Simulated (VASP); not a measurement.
# InP in VASP: single point with PBEsol

Aim: the single point of InP with PBEsol.

Everything below comes from runs of VASP 6.6.1. Logs are shortened: lines on timing, memory, paths and dates and some standing lists are left out, and cuts for length are marked.

## (1) The cell of the first run

The cell holds a slab with vacuum, 18 atoms: a = 5.861 Å, b = 7.178 Å, c = 29.140 Å, α = 90.00°, β = 90.00°, γ = 114.09°.

## (2) Single point, PBEsol

File INCAR:

```
SYSTEM = InP
ALGO     = Normal         ! electronic algorithm
DIPOL    = 0.5 0.5 0.500
EDIFF    = 1E-6           ! SCF threshold, eV
ENCUT    = 400            ! plane-wave cutoff, eV
GGA      = PS             ! functional
GGA_COMPAT= .FALSE.      
IDIPOL   = 3            
ISIF     = 2              ! what is computed and relaxed
ISMEAR   = 0              ! smearing method
LASPH    = .TRUE.         ! aspherical terms in the spheres
LCHARG   = .FALSE.        ! write CHGCAR
LDIPOL   = .TRUE.       
LREAL    = .FALSE.        ! projectors in reciprocal space
LWAVE    = .FALSE.        ! write WAVECAR
NBANDS   = 96             ! bands
NELM     = 120            ! most SCF steps
NELMDL   = -8           
PREC     = Accurate       ! precision mode
SIGMA    = 0.05           ! smearing width, eV
```

File KPOINTS:

```
k-points
0
G
  5 4 1
  0 0 0
```

File POSCAR:

```
InP
1.0
    5.8610000000      0.0000000000      0.0000000000
   -2.9305000000      6.5527972100      0.0000000000
    0.0000000000      0.0000000000     29.1397554432
P In
9 9
Direct
    0.1000000000      0.7000000000      0.3088564013
    0.8000000000      0.1000000000      0.3538313710
    0.5000000000      0.5000000000      0.3988063307
    0.2000000000      0.9000000000      0.4437813004
    0.9000000000      0.3000000000      0.4887562601
    0.6085383471      0.6997002367      0.5353604731
    0.3020968450      0.1034792463      0.5779851155
    0.0072969063      0.4986786853      0.6265283768
    0.7227502767      0.9061754298      0.6772490431
    0.7000000000      0.4000000000      0.3313438911
    0.4000000000      0.8000000000      0.3763188508
    0.1000000000      0.2000000000      0.4212938105
    0.8000000000      0.6000000000      0.4662687802
    0.5019392027     -0.0044801272      0.5115948997
    0.1965996734      0.4032059419      0.5561355922
    0.9097659037      0.8119082750      0.6061000217
    0.6002255323      0.1880707692      0.6466126275
    0.4117690949      0.5288895149      0.6696730104
```

Potentials or basis: VASP PAW PBE potentials, release 64 (P, In_d).

Run with:

```bash
$ cat potpaw_PBE.64/P/POTCAR potpaw_PBE.64/In_d/POTCAR > POTCAR
$ mpirun -np 1 vasp_std > vasp.out
```

OUTCAR:

```text
SYSTEM = InP
   EDIFF = 1E-6
   ENCUT = 400
   GGA = PS
   ISIF = 2
   ISMEAR = 0
   LASPH = .TRUE.
   LREAL = .FALSE.
   NELM = 120
   NELMDL = -8
   PREC = Accurate

 ion  position               nearest neighbor table
   1  0.100  0.700  0.309-  10 2.54  11 2.54
   2  0.800  0.100  0.354-  12 2.54  11 2.54  10 2.54
   3  0.500  0.500  0.399-  10 2.54  12 2.54  11 2.54  13 2.54
   4  0.200  0.900  0.444-  13 2.54  12 2.54  11 2.54  14 2.55
   5  0.900  0.300  0.489-  15 2.52  13 2.54  12 2.54  14 2.55
   6  0.609  0.700  0.535-  14 2.54  13 2.55  15 2.56  16 2.62
   7  0.302  0.103  0.578-  16 2.53  14 2.54  15 2.55  17 2.56
   8  0.007  0.499  0.627-  15 2.56  17 2.58  16 2.60  18 2.61
   9  0.723  0.906  0.677-  16 2.56  17 2.57  18 2.58
  10  0.700  0.400  0.331-   3 2.54   2 2.54   1 2.54
  11  0.400  0.800  0.376-   2 2.54   3 2.54   1 2.54   4 2.54
  12  0.100  0.200  0.421-   2 2.54   3 2.54   4 2.54   5 2.54
  13  0.800  0.600  0.466-   4 2.54   5 2.54   3 2.54   6 2.55
  14  0.502  0.996  0.512-   7 2.54   6 2.54   5 2.55   4 2.55
  15  0.197  0.403  0.556-   5 2.52   7 2.55   8 2.56   6 2.56  18 3.52
  16  0.910  0.812  0.606-   7 2.53   9 2.56   8 2.60   6 2.62  18 3.35  17 4.00  17 4.02
  17  0.600  0.188  0.647-   7 2.56   9 2.57   8 2.58  18 3.14  16 4.00  16 4.02
  18  0.412  0.529  0.670-   9 2.58   8 2.61  17 3.14  16 3.35  15 3.52

  LATTYP: Found a base centered orthorhombic cell.
 ALAT       =     5.8610000000
 B/A-ratio  =     2.2360679782
 C/A-ratio  =     4.9718060814

  Lattice vectors:

 A1 = (   2.9305000000,  -6.5527972100,   0.0000000000)
 A2 = (   2.9305000000,   6.5527972100,   0.0000000000)
 A3 = (   0.0000000000,   0.0000000000,  29.1397554432)

Analysis of symmetry for initial positions (statically):
=====================================================================
 Subroutine PRICEL returns:
 Original cell was already a primitive cell.

 Routine SETGRP: Setting up the symmetry group for a
 base centered orthorhombic supercell.

 Subroutine GETGRP returns: Found  1 space group operations
 (whereof  1 operations were pure point group operations)
 out of a pool of  8 trial point group operations.

The static configuration has the point symmetry C_1 .

Analysis of symmetry for dynamics (positions and initial velocities):
=====================================================================
 Subroutine PRICEL returns:
 Original cell was already a primitive cell.

 Routine SETGRP: Setting up the symmetry group for a
 base centered orthorhombic supercell.

 Subroutine GETGRP returns: Found  1 space group operations
 (whereof  1 operations were pure point group operations)
 out of a pool of  8 trial point group operations.

The dynamic configuration has the point symmetry C_1 .

 Subroutine INISYM returns: Found  1 space group operations
 (whereof  1 operations are pure point group operations),
 and found     1 'primitive' translations

----------------------------------------------------------------------------------------

                                     Primitive cell

  volume of cell :    1119.1398

  direct lattice vectors                    reciprocal lattice vectors
     5.861000000  0.000000000  0.000000000     0.170619348  0.076303292  0.000000000
    -2.930500000  6.552797210  0.000000000     0.000000000  0.152606584  0.000000000
     0.000000000  0.000000000 29.139755443     0.000000000  0.000000000  0.034317378

  length of vectors
     5.861000000  7.178229693 29.139755443     0.186904132  0.152606584  0.034317378

  position of ions in fractional coordinates (direct lattice)
     0.100000000  0.700000000  0.308856401
     0.800000000  0.100000000  0.353831371
     0.500000000  0.500000000  0.398806331
     0.200000000  0.900000000  0.443781300
     0.900000000  0.300000000  0.488756260
     0.608538347  0.699700237  0.535360473
[... 10 lines left out ...]
     0.600225532  0.188070769  0.646612627
     0.411769095  0.528889515  0.669673010

  ion indices of the primitive-cell ions
   primitive index   ion index
[... 48 lines left out ...]
|                                                                             |
|     Your reciprocal lattice and k-lattice belong to different lattice       |
|     classes:                                                                |
|                                                                             |
|        The reciprocal lattice is base centered orthorhombic,                |
|        whereas your k-lattice is simple monoclinic.                         |
|                                                                             |
|     Results are often still useful ...                                      |
|                                                                             |
 -----------------------------------------------------------------------------

 WARNING: IBZKPT: internal override: KBLOWUP is changed to .FALSE.
      ... skipping the blow-up phase ...

 Subroutine IBZKPT returns following result:
 ===========================================

 Found     11 irreducible k-points:

 Following reciprocal coordinates:
            Coordinates               Weight
  0.000000  0.000000  0.000000      1.000000
  0.200000  0.000000  0.000000      2.000000
  0.400000 -0.000000  0.000000      2.000000
  0.000000  0.250000  0.000000      2.000000
  0.200000  0.250000  0.000000      2.000000
  0.400000  0.250000  0.000000      2.000000
 -0.400000  0.250000  0.000000      2.000000
 -0.200000  0.250000  0.000000      2.000000
  0.000000  0.500000  0.000000      1.000000
  0.200000  0.500000  0.000000      2.000000
  0.400000  0.500000  0.000000      2.000000
   k-points           NKPTS =     11   k-points in BZ     NKDIM =     11   number of bands    NBANDS=     96
   number of dos      NEDOS =    301   number of ions     NIONS =     18
   total plane-waves  NPLWV = 368640
   dimension x,y,z NGX =    40 NGY =   48 NGZ =  192
   dimension x,y,z NGXF=    80 NGYF=   96 NGZF=  384
   ions per type =               9   9
   NGX,Y,Z   is equivalent  to a cutoff of  11.35, 11.12, 10.95 a.u.
   NGXF,Y,Z  is equivalent  to a cutoff of  22.69, 22.23, 21.91 a.u.
 SYSTEM =  InP
   PREC   = accura    normal or accurate (medium, high low for compatibility)
   ISTART =      0    job   : 0-new  1-cont  2-samecut
   ICHARG =      2    charge: 1-file 2-atom 10-const
   ISPIN  =      1    spin polarized calculation?
   LNONCOLLINEAR =      F non collinear calculations
   LSORBIT =      F    spin-orbit coupling
   LASPH  =      T    aspherical Exc in radial PAW
   ENCUT  =  400.0 eV  29.40 Ry    5.42 a.u.   9.56 11.71 47.52*2*pi/ulx,y,z
   NELM   =    120;   NELMIN=  2; NELMDL= -8     # of ELM steps
   EDIFF  = 0.1E-05   stopping-criterion for ELM
   LREAL  =      F    real-space projection
[... 7 lines left out ...]
   TEBEG  =    0.0;   TEEND  =   0.0 temperature during run
   PSTRESS=    0.0 pullay stress
   NELECT =     162.0000    total number of electrons
   NUPDOWN=      -1.0000    fix difference up-down
   EMIN   =  10.00;   EMAX   =-10.00  energy-range for DOS
   EFERMI =   0.00;   METHOD = LEGACY
   ISMEAR =     0;   SIGMA  =   0.05  broadening in eV -4-tet -1-fermi 0-gaus
   EFERMI_NEDOS =   21; number of points for ismear=-14 and -15
   IALGO  =     38    algorithm
   IMIX   =      4    mixing-type and parameters
     AMIX     =   0.40;   BMIX     =  1.00
     AMIX_MAG =   1.60;   BMIX_MAG =  1.00
  volume/ion in A,a.u.               =      62.17       419.57
  Fermi-wavevector in a.u.,A,eV,Ry     =   0.859578  1.624366 10.052985  0.738874
  Thomas-Fermi vector in A             =   1.976953
   LORBIT       =      0    0 simple, 1 ext, 2 COOP (PROOUT), +10 PAW based schemes
   GGA     = PS    functional components
   LHFCALC =     F    Hartree Fock is set to
   AEXX    =    0.0000 exact exchange contribution
   IVDW    =     0    specifies the selected vdW correction
   LEPSILON=     F    determine dielectric tensor
   LRPA    =     F    only Hartree local field effects (RPA)
 non-spin polarized calculation
 Gauss-broadening in eV      SIGMA  =   0.05
  energy-cutoff  :      400.00
  volume of cell :     1119.14
 maximum number of plane-waves:     20392
 NGX is ok and might be reduce to    40
   NGX = 19   NGY = 23   NGZ = 95

 dipolmoment           0.000000      0.000000      0.693139 electrons x Angstroem

 number of electron     162.0000011 magnetization

 dipolmoment           0.000000      0.000000     -0.060391 electrons x Angstroem

 Free energy of the ion-electron system (eV)
  ---------------------------------------------------
  ext. energy  EPLUGINS =         0.00000000
  ---------------------------------------------------
  free energy    TOTEN  =       -76.24635185 eV

  energy without entropy =      -76.23668303  energy(sigma->0) =      -76.24151744

 E-fermi :  -0.9517     XC(G=0):  -4.3716

 val. band max:       -0.9548168479   @ k =   0.0000   0.0000   0.0000
 cond. band min:      -0.9136814631   @ k =  -0.4000   0.2500   0.0000
 fundamental gap:      0.0411353848
 Fermi energy:        -0.9517046099

 k-point     1 :       0.0000    0.0000    0.0000
  band No.  band energies     occupation
      1     -15.3973      2.00000
      2     -15.3371      2.00000
      3     -15.3246      2.00000
      4     -15.2919      2.00000
      5     -15.2553      2.00000
      6     -15.2446      2.00000
[... 1045 lines left out ...]
     92       2.5828      0.00000
     93       2.9797      0.00000
 [bands above 93 left out]

------------------------ aborting loop because EDIFF is reached ----------------------------------------

 vacuum level on the upper side and lower side of the slab       (xc-potential included)        -0.291        -0.008

  FORCE on cell =-STRESS in cart. coord.  units (eV):
  Direction    XX          YY          ZZ          XY          YZ          ZX
  --------------------------------------------------------------------------------------
  -------------------------------------------------------------------------------------
  Total       -3.9564993     -5.4752310      0.3011515      2.0758843     -0.5729230     -0.8949869
  in kB       -5.6641836     -7.8384227      0.4311331      2.9718671     -0.8202051     -1.2812767
  external PRESSURE =      -4.3571577 kB  Pullay stress =       0.0000000 kB

 VOLUME and BASIS-vectors are now :
 -----------------------------------------------------------------------------
  energy-cutoff  :      400.00
  volume of cell :     1119.14
      direct lattice vectors                 reciprocal lattice vectors
     5.861000000  0.000000000  0.000000000     0.170619348  0.076303292  0.000000000
    -2.930500000  6.552797210  0.000000000     0.000000000  0.152606584  0.000000000
     0.000000000  0.000000000 29.139755443     0.000000000  0.000000000  0.034317378

 POSITION                                       TOTAL-FORCE (eV/Angst)
 -----------------------------------------------------------------------------------
     -1.46525      4.58696      9.00000        -0.532646      0.109956     -0.308334
      4.39575      0.65528     10.31056         0.068752     -0.529942     -0.470878
      1.46525      3.27640     11.62112        -0.302823     -0.205483     -0.126765
     -1.46525      5.89752     12.93168        -0.041060      0.019515      0.201764
      4.39575      1.96584     14.24224        -0.080033     -0.024687      0.007961
      1.51617      4.58499     15.60027        -0.009415     -0.001037      0.021359
[... 10 lines left out ...]
      2.96678      1.23239     18.84213        -0.022205      0.009090      0.006180
      0.86347      3.46571     19.51411         0.012097      0.013546     -0.026864
 -----------------------------------------------------------------------------------
    total drift:                                0.000521     -0.003129     -0.000492

  FREE ENERGIE OF THE ION-ELECTRON SYSTEM (eV)
  ---------------------------------------------------
  free  energy   TOTEN  =       -76.2463518547 eV

  energy  without entropy=      -76.2366830327  energy(sigma->0) =      -76.24151744

 vacuum level on the upper side and lower side of the slab         3.814         4.102
```

Wall time 29 min (1 thread of Intel Xeon 6975P-C (Granite Rapids), shared host); peak memory 1.1 GiB.

What came out:

| Property | Result |
| --- | --- |
| Free energy | -76.2464 eV |
| Largest force | 1.544 eV/Å |

Forces in eV/Å, atoms in the order of the input:
```
P   -0.533  0.110 -0.308
P    0.069 -0.530 -0.471
P   -0.303 -0.205 -0.127
P   -0.041  0.020  0.202
P   -0.080 -0.025  0.008
P   -0.009 -0.001  0.021
P   -0.003  0.003 -0.002
P    0.011 -0.005  0.001
P    0.019 -0.013  0.008
In   1.151  0.578  0.852
In  -0.230 -0.048 -0.240
In  -0.177  0.057 -0.061
In   0.155  0.033  0.123
In   0.001  0.002  0.003
In   0.003  0.003  0.008
In  -0.023 -0.002  0.004
In  -0.022  0.009  0.006
In   0.012  0.014 -0.027
```

Levels at points of the mesh, in eV from the Fermi level:
```csv
k point,band 79,band 80,band 81,band 82,band 83,band 84
"(0.00, 0.00, 0.00)",-0.47,-0.34,0.00,0.23,0.84,1.72
"(0.00, 0.50, 0.00)",-0.59,-0.46,-0.12,0.07,1.02,1.32
```

Caveat: the PAW data sets were made with another functional, which shifts forces and pressure a little; spin-orbit coupling is left out, which moves the levels of the heavy elements.
